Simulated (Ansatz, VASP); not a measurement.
HfC: VASP beside Ansatz

```xyz
2
Lattice="0.0000 2.3446 2.3446 2.3446 0.0000 2.3446 2.3446 2.3446 0.0000" Properties=species:S:1:pos:R:3 pbc="T T T"
Hf    2.3446    2.3446    2.3446
C     0.0000    0.0000    0.0000
```

Alike in both runs: task single point; functional PBE; dispersion D4; k mesh 8 × 8 × 8; occupations gaussian, width 0.05 eV; no spin polarisation.

|  | VASP | Ansatz |
| --- | --- | --- |
| version | VASP 6.6.1 | Ansatz 0.2.0 |
| potentials or method | VASP PAW PBE potentials, release 64 (Hf_pv, C), cutoff 520 eV | scalar-relativistic, plane waves, PAW |
| valence electrons in the cell | 14 | 30 |

Ansatz gave:

| Quantity | Value |
| --- | --- |
| gap on the k mesh at the Fermi level (eV) | none |
| pressure (GPa) | -8.7 |

Question: Which values does VASP return?

Answer: gap on the k mesh at the Fermi level (eV): none; pressure (GPa): -9.4.

A gap of «none» marks a metal or a gap that the smearing closes. VASP's potentials hold 14 valence electrons a cell and Ansatz's 30, so a difference there can come from the potentials and not from the codes.

Spin-orbit coupling is off throughout.
